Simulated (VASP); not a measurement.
# MgS (lda) (Fm-3m) in VASP: a series of runs

MgS (lda) is run at these levels: LDA; tasks: single point, relaxation of cell and atoms.

All numbers are computed with VASP 6.6.1; they aren't measurements. Logs are shortened: lines on timing, memory, paths and dates and some standing lists are left out, and cuts for length are marked.

## 1. The cell of the first run

Symmetry: Fm-3m, No. 225, cubic system. Conventional cell: a = 5.130 Å, b = 5.130 Å, c = 5.130 Å, α = 90.00°, β = 90.00°, γ = 90.00°. Mg (site symmetry m-3m) has 6 S at 2.56 Å within 3.4 Å. Within 3.4 Å of S (site symmetry m-3m) lie 6 Mg at 2.56 Å.

## 2. Single point, LDA

INCAR reads:

```
PREC = Accurate
ENCUT = 600
EDIFF = 1E-6
ISMEAR = 0
SIGMA = 0.01
LREAL = False
LASPH = True
NELM = 120
ALGO = Normal
ISIF = 2
LWAVE = False
LCHARG = True
LELF = True
LVHAR = True
NBANDS = 11
GGA_COMPAT = False
```

KPOINTS reads:

```
regular mesh
0
Gamma
  6 6 6
```

POSCAR reads:

```
MgS
1.0
    0.0000000000      2.5649423647      2.5649423647
    2.5649423647      0.0000000000      2.5649423647
    2.5649423647      2.5649423647      0.0000000000
Mg S
1 1
Direct
    0.0000000000      0.0000000000      0.0000000000
    0.5000000000      0.5000000000      0.5000000000
```

Potentials or basis: VASP PAW LDA potentials, release 64 (Mg, S).

Launch:

```
cat potpaw_LDA.64/Mg/POTCAR potpaw_LDA.64/S/POTCAR > POTCAR
mpirun -np 1 vasp_std > vasp.out
```

OUTCAR:

```text
PREC = Accurate
   ENCUT = 600
   EDIFF = 1E-6
   ISMEAR = 0
   LREAL = False
   LASPH = True
   NELM = 120
   ISIF = 2

 ion  position               nearest neighbor table
   1  0.000  0.000  0.000-   2 2.56   2 2.56   2 2.56   2 2.56   2 2.56   2 2.56
   2  0.500  0.500  0.500-   1 2.56   1 2.56   1 2.56   1 2.56   1 2.56   1 2.56

  LATTYP: Found a face centered cubic cell.
 ALAT       =     5.1298847294

  Lattice vectors:

 A1 = (   0.0000000000,   2.5649423647,   2.5649423647)
 A2 = (   2.5649423647,   0.0000000000,   2.5649423647)
 A3 = (   2.5649423647,   2.5649423647,   0.0000000000)

Analysis of symmetry for initial positions (statically):
=====================================================================
 Subroutine PRICEL returns:
 Original cell was already a primitive cell.

 Routine SETGRP: Setting up the symmetry group for a
 face centered cubic supercell.

 Subroutine GETGRP returns: Found 48 space group operations
 (whereof 48 operations were pure point group operations)
 out of a pool of 48 trial point group operations.

The static configuration has the point symmetry O_h .

Analysis of symmetry for dynamics (positions and initial velocities):
=====================================================================
 Subroutine PRICEL returns:
 Original cell was already a primitive cell.

 Routine SETGRP: Setting up the symmetry group for a
 face centered cubic supercell.

 Subroutine GETGRP returns: Found 48 space group operations
 (whereof 48 operations were pure point group operations)
 out of a pool of 48 trial point group operations.

The dynamic configuration has the point symmetry O_h .

 Subroutine INISYM returns: Found 48 space group operations
 (whereof 48 operations are pure point group operations),
 and found     1 'primitive' translations

----------------------------------------------------------------------------------------

                                     Primitive cell

  volume of cell :      33.7491

  direct lattice vectors                    reciprocal lattice vectors
     0.000000000  2.564942365  2.564942365    -0.194936154  0.194936154  0.194936154
     2.564942365  0.000000000  2.564942365     0.194936154 -0.194936154  0.194936154
     2.564942365  2.564942365  0.000000000     0.194936154  0.194936154 -0.194936154

  length of vectors
     3.627376279  3.627376279  3.627376279     0.337639323  0.337639323  0.337639323

  position of ions in fractional coordinates (direct lattice)
     0.000000000  0.000000000  0.000000000
     0.500000000  0.500000000  0.500000000

  ion indices of the primitive-cell ions
   primitive index   ion index
                 1           1
                 2           2

----------------------------------------------------------------------------------------

 KPOINTS: regular mesh

Automatic generation of k-mesh.
 Grid dimensions read from file:
 generate k-points for:    6    6    6

 Generating k-lattice:

  Cartesian coordinates                     Fractional coordinates (reciprocal lattice)
    -0.032489359  0.032489359  0.032489359     0.166666667  0.000000000  0.000000000
     0.032489359 -0.032489359  0.032489359     0.000000000  0.166666667  0.000000000
     0.032489359  0.032489359 -0.032489359     0.000000000  0.000000000  0.166666667

  Length of vectors
     0.056273221  0.056273221  0.056273221

  Shift w.r.t. Gamma in fractional coordinates (k-lattice)
     0.000000000  0.000000000  0.000000000

 Subroutine IBZKPT returns following result:
 ===========================================

 Found     16 irreducible k-points:

 Following reciprocal coordinates:
            Coordinates               Weight
  0.000000  0.000000  0.000000      1.000000
  0.166667  0.000000  0.000000      8.000000
  0.333333  0.000000  0.000000      8.000000
  0.500000  0.000000  0.000000      4.000000
  0.166667  0.166667  0.000000      6.000000
  0.333333  0.166667  0.000000     24.000000
[... 8 lines left out ...]
 -0.333333  0.333333  0.166667     24.000000
 -0.333333  0.500000  0.166667     12.000000
   k-points           NKPTS =     16   k-points in BZ     NKDIM =     16   number of bands    NBANDS=     11
   number of dos      NEDOS =    301   number of ions     NIONS =      2
   total plane-waves  NPLWV =  27000
   dimension x,y,z NGX =    30 NGY =   30 NGZ =   30
   dimension x,y,z NGXF=    60 NGYF=   60 NGZF=   60
   ions per type =               1   1
   NGX,Y,Z   is equivalent  to a cutoff of  13.75, 13.75, 13.75 a.u.
   NGXF,Y,Z  is equivalent  to a cutoff of  27.50, 27.50, 27.50 a.u.
 SYSTEM =  unknown system
   PREC   = accura    normal or accurate (medium, high low for compatibility)
   ISTART =      0    job   : 0-new  1-cont  2-samecut
   ICHARG =      2    charge: 1-file 2-atom 10-const
   ISPIN  =      1    spin polarized calculation?
   LNONCOLLINEAR =      F non collinear calculations
   LSORBIT =      F    spin-orbit coupling
   LASPH  =      T    aspherical Exc in radial PAW
   ENCUT  =  600.0 eV  44.10 Ry    6.64 a.u.   7.24  7.24  7.24*2*pi/ulx,y,z
   NELM   =    120;   NELMIN=  2; NELMDL= -5     # of ELM steps
   EDIFF  = 0.1E-05   stopping-criterion for ELM
   LREAL  =      F    real-space projection
   EDIFFG = 0.1E-04   stopping-criterion for IOM
   NSW    =      0    number of steps for IOM
   IBRION =     -1    ionic relax: 0-MD 1-quasi-New 2-CG
   NFREE  =      0    steps in history (QN), initial steepest desc. (CG)
   ISIF   =      2    stress and relaxation
   ISYM   =      2    0-nonsym 1-usesym 2-fastsym
   POTIM  = 0.5000    time-step for ionic-motion
   TEBEG  =    0.0;   TEEND  =   0.0 temperature during run
   PSTRESS=    0.0 pullay stress
   NELECT =       8.0000    total number of electrons
   NUPDOWN=      -1.0000    fix difference up-down
   EMIN   =  10.00;   EMAX   =-10.00  energy-range for DOS
   EFERMI =   0.00;   METHOD = LEGACY
   ISMEAR =     0;   SIGMA  =   0.01  broadening in eV -4-tet -1-fermi 0-gaus
   EFERMI_NEDOS =   21; number of points for ismear=-14 and -15
   IALGO  =     38    algorithm
   IMIX   =      4    mixing-type and parameters
     AMIX     =   0.40;   BMIX     =  1.00
     AMIX_MAG =   1.60;   BMIX_MAG =  1.00
  volume/ion in A,a.u.               =      16.87       113.88
  Fermi-wavevector in a.u.,A,eV,Ry     =   1.013174  1.914621 13.966664  1.026521
  Thomas-Fermi vector in A             =   2.146327
   LORBIT       =      0    0 simple, 1 ext, 2 COOP (PROOUT), +10 PAW based schemes
   GGA     = CA    functional components
   LHFCALC =     F    Hartree Fock is set to
   AEXX    =    0.0000 exact exchange contribution
   IVDW    =     0    specifies the selected vdW correction
   LEPSILON=     F    determine dielectric tensor
   LRPA    =     F    only Hartree local field effects (RPA)
 non-spin polarized calculation
 Gauss-broadening in eV      SIGMA  =   0.01
  energy-cutoff  :      600.00
  volume of cell :       33.75
 maximum number of plane-waves:      1158
 NGX is ok and might be reduce to    30
   NGX = 15   NGY = 15   NGZ = 15

 number of electron       8.0000001 magnetization

 Free energy of the ion-electron system (eV)
  ---------------------------------------------------
  ext. energy  EPLUGINS =         0.00000000
  ---------------------------------------------------
  free energy    TOTEN  =        -9.58906825 eV

  energy without entropy =       -9.58906825  energy(sigma->0) =       -9.58906825

 E-fermi :   4.0962     XC(G=0): -10.1639

 val. band max:        3.9759964365   @ k =   0.0000   0.0000   0.0000
 cond. band min:       6.6214973484   @ k =   0.5000   0.5000   0.0000
 fundamental gap:      2.6455009120
 Fermi energy:         4.0962327924

 k-point     1 :       0.0000    0.0000    0.0000
  band No.  band energies     occupation
      1      -8.9158      2.00000
      2       3.9760      2.00000
      3       3.9760      2.00000
      4       3.9760      2.00000
      5       7.8101      0.00000
      6      11.7804      0.00000
      7      11.7804      0.00000
      8      11.7804      0.00000
      9      14.2832      0.00000
     10      14.2832      0.00000
     11      16.4262      0.00000

 k-point     2 :       0.1667    0.0000    0.0000
  band No.  band energies     occupation
      1      -8.6293      2.00000
      2       2.2577      2.00000
      3       3.7896      2.00000
      4       3.7896      2.00000
      5       8.8652      0.00000
      6      11.5694      0.00000
      7      12.0753      0.00000
      8      12.0753      0.00000
      9      13.5614      0.00000
     10      13.5614      0.00000
     11      16.4320      0.00000

 k-point     3 :       0.3333    0.0000    0.0000
  band No.  band energies     occupation
      1      -7.9277      2.00000
      2      -0.0939      2.00000
      3       3.4705      2.00000
      4       3.4705      2.00000
      5       8.6735      0.00000
      6      11.2035      0.00000
      7      11.2035      0.00000
      8      13.5218      0.00000
      9      15.4836      0.00000
     10      15.4836      0.00000
     11      15.5028      0.00000

 k-point     4 :       0.5000    0.0000    0.0000
  band No.  band energies     occupation
      1      -7.4680      2.00000
      2      -1.1643      2.00000
      3       3.3311      2.00000
      4       3.3311      2.00000
      5       8.4130      0.00000
      6      10.7642      0.00000
      7      10.7642      0.00000
      8      14.2759      0.00000
      9      16.1627      0.00000
     10      18.5186      0.00000
     11      18.5186      0.00000

 k-point     5 :       0.1667    0.1667    0.0000
  band No.  band energies     occupation
      1      -8.5362      2.00000
      2       2.3707      2.00000
      3       3.3973      2.00000
      4       3.3973      2.00000
      5       9.4309      0.00000
      6      10.2818      0.00000
      7      11.8254      0.00000
      8      12.9989      0.00000
      9      12.9989      0.00000
     10      14.7587      0.00000
     11      18.1708      0.00000
[... 99 lines left out ...]
 k-point    13 :       0.5000    0.5000    0.0000
  band No.  band energies     occupation
      1      -7.0545      2.00000
      2      -0.5067      2.00000
      3       2.1691      2.00000
      4       2.1691      2.00000
      5       6.6215      0.00000
      6       8.0907      0.00000
      7      16.1907      0.00000
      8      16.8500      0.00000
      9      17.5054      0.00000
     10      17.5054      0.00000
     11      20.0139      0.00000

 k-point    14 :       0.5000    0.3333    0.1667
  band No.  band energies     occupation
      1      -7.4446      2.00000
      2       0.0622      2.00000
      3       1.6062      2.00000
      4       2.6354      2.00000
      5       9.2149      0.00000
      6      10.4611      0.00000
      7      11.2651      0.00000
      8      13.8994      0.00000
      9      15.5746      0.00000
     10      18.8886      0.00000
     11      19.4920      0.00000

 k-point    15 :      -0.3333    0.3333    0.1667
  band No.  band energies     occupation
      1      -7.1301      2.00000
      2      -0.2181      2.00000
      3       1.0574      2.00000
      4       2.2572      2.00000
      5       9.2490      0.00000
      6      10.6270      0.00000
      7      12.6715      0.00000
      8      12.8975      0.00000
      9      16.2578      0.00000
     10      18.0129      0.00000
     11      19.8935      0.00000

 k-point    16 :      -0.3333    0.5000    0.1667
  band No.  band energies     occupation
      1      -7.0148      2.00000
      2      -0.0428      2.00000
      3       1.1961      2.00000
      4       1.5930      2.00000
      5       8.3348      0.00000
      6      10.0412      0.00000
      7      13.1435      0.00000
      8      13.8297      0.00000
      9      17.9318      0.00000
     10      19.1655      0.00000
     11      19.6415      0.00000

------------------------ aborting loop because EDIFF is reached ----------------------------------------

  FORCE on cell =-STRESS in cart. coord.  units (eV):
  Direction    XX          YY          ZZ          XY          YZ          ZX
  --------------------------------------------------------------------------------------
  -------------------------------------------------------------------------------------
  Total       -0.1204923     -0.1204923     -0.1204923      0.0000000     -0.0000000      0.0000000
  in kB       -5.7201435     -5.7201435     -5.7201435      0.0000000     -0.0000000      0.0000000
  external PRESSURE =      -5.7201435 kB  Pullay stress =       0.0000000 kB

 VOLUME and BASIS-vectors are now :
 -----------------------------------------------------------------------------
  energy-cutoff  :      600.00
  volume of cell :       33.75
      direct lattice vectors                 reciprocal lattice vectors
     0.000000000  2.564942365  2.564942365    -0.194936154  0.194936154  0.194936154
     2.564942365  0.000000000  2.564942365     0.194936154 -0.194936154  0.194936154
     2.564942365  2.564942365  0.000000000     0.194936154  0.194936154 -0.194936154

 POSITION                                       TOTAL-FORCE (eV/Angst)
 -----------------------------------------------------------------------------------
      0.00000      0.00000      0.00000         0.000000      0.000000      0.000000
      2.56494      2.56494      2.56494        -0.000000     -0.000000      0.000000
 -----------------------------------------------------------------------------------
    total drift:                               -0.000000     -0.000000      0.000000

  FREE ENERGIE OF THE ION-ELECTRON SYSTEM (eV)
  ---------------------------------------------------
  free  energy   TOTEN  =        -9.5890682469 eV

  energy  without entropy=       -9.5890682469  energy(sigma->0) =       -9.58906825
```

Run time: 12 s. Hardware: 1 thread of AMD EPYC 7R13, shared host; peak memory 0.12 GiB.

Results:

```
Free energy            : -9.5891 eV
Pressure               : -0.6 GPa
Band gap on the k mesh : 2.65 eV, indirect (least direct gap 3.83 eV)
```

Levels at points of the mesh, in eV from the valence-band top:
```
           k point  band 1  band 2  band 3  band 4  band 5  band 6  band 7  band 8  band 9
(0.00, 0.00, 0.00)  -12.89    0.00    0.00    0.00    3.83    7.80    7.80    7.80   10.31
(0.50, 0.00, 0.00)  -11.44   -5.14   -0.64   -0.64    4.44    6.79    6.79   10.30   12.19
(0.50, 0.50, 0.00)  -11.03   -4.48   -1.81   -1.81    2.65    4.11   12.21   12.87   13.53
```

[end of part 1 of 2]
